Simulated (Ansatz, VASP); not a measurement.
Bi: VASP beside Ansatz

```
Bi
1.0
     0.00000    2.36958    2.36958
     2.36958    0.00000    2.36958
     2.36958    2.36958    0.00000
Bi
1
Direct
  0.00000 0.00000 0.00000
```

Alike in both runs: task single point; functional PBEsol; k mesh 12 × 12 × 12; occupations fermi-dirac, width 0.1 eV; no spin polarisation.

|  | VASP | Ansatz |
| --- | --- | --- |
| version | VASP 6.6.1 | Ansatz 0.2.0 |
| potentials or method | VASP PAW PBE potentials, release 64 (Bi_d), cutoff 520 eV | plane waves (420 eV) with PAW, scalar-relativistic |
| valence electrons in the cell | 15 | 15 |

|  | VASP | Ansatz | Ansatz less VASP |
| --- | --- | --- | --- |
| pressure (GPa) | 10.0 | 10.0 | +0.05 |

VASP's potentials were made for PBE, not for PBEsol, and Ansatz warns of the same on its side.

Neither program's run includes spin-orbit coupling.
